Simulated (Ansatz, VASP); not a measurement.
## ZrB2 in VASP and in Ansatz

Contents of INCAR:

```
ALGO = Normal
EDIFF = 1E-6
ENCUT = 520
ISIF = 2
ISMEAR = -1
LASPH = True
LCHARG = False
LREAL = False
LWAVE = False
NBANDS = 16
NELM = 60
PREC = Accurate
SIGMA = 0.03
```

The input KPOINTS:

```
k-points
0
Gamma
  13 13 10
```

Contents of POSCAR:

```
ZrB2
1.0
    3.1016998290      0.0000000000      0.0000000000
   -1.5508499145      2.6861508469      0.0000000000
    0.0000000000      0.0000000000      3.5200000000
Zr B
1 2
Direct
    0.0000000000      0.0000000000      0.0000000000
    0.3333333333      0.6666666667      0.5000000000
    0.6666666667      0.3333333333      0.5000000000
```

Input for Ansatz:

```yaml
crystal:
  lattice:
    - [3.101699829, 0.0, 0.0]
    - [-1.5508499145, 2.6861508469, 0.0]
    - [0.0, 0.0, 3.52]
  atoms:
    - { symbol: Zr, position: [0.0, 0.0, 0.0] }
    - { symbol: B, position: [0.3333333333, 0.6666666667, 0.5] }
    - { symbol: B, position: [0.6666666667, 0.3333333333, 0.5] }
kpoints:
  mp_grid: { grid: [13, 13, 10] }
  band_path:
    path:
      - [0.0, 0.0, 0.0]
      - [0.5, 0.0, 0.0]
      - [0.3333333333, 0.3333333333, 0.0]
      - [0.0, 0.0, 0.0]
      - [0.0, 0.0, 0.5]
      - [0.5, 0.0, 0.5]
      - [0.3333333333, 0.3333333333, 0.5]
      - [0.0, 0.0, 0.5]
      - [0.5, 0.0, 0.5]
    npoints: 5
scf:
  occupations: { method: fermi_dirac, width: 0.03 }
hamiltonian:
  xc: lda
  pseudopotentials: { kind: all_electron, lapw: { basis_error: 0.001 } }
output:
  forces: true
  stress: true
  eigenvalues: true
```

Change from the starting cell: equal xx and yy strain of -2 %.

Alike in both runs: task single point; functional LDA; k mesh 13 × 13 × 10; occupations fermi-dirac, width 0.03 eV; no spin polarisation.

|  | VASP | Ansatz |
| --- | --- | --- |
| version | VASP 6.6.1 | Ansatz 0.2.0 |
| potentials or method | VASP PAW LDA potentials, release 64 (Zr_sv, B), cutoff 520 eV | all-electron LAPW, scalar-relativistic |

VASP gave:

```
pressure (GPa)                                                : 3.7
traceless stress, the component that is largest in VASP (GPa) : -4.44
```

Q: What did Ansatz give for the same quantities?

A: Pressure (GPa): 3.2; traceless stress, the component that is largest in VASP (GPa): -4.45.

LDA's correlation is that of Perdew and Zunger in VASP and of Perdew and Wang (1992) in Ansatz. Ansatz ran all-electron here, and VASP with PAW potentials.
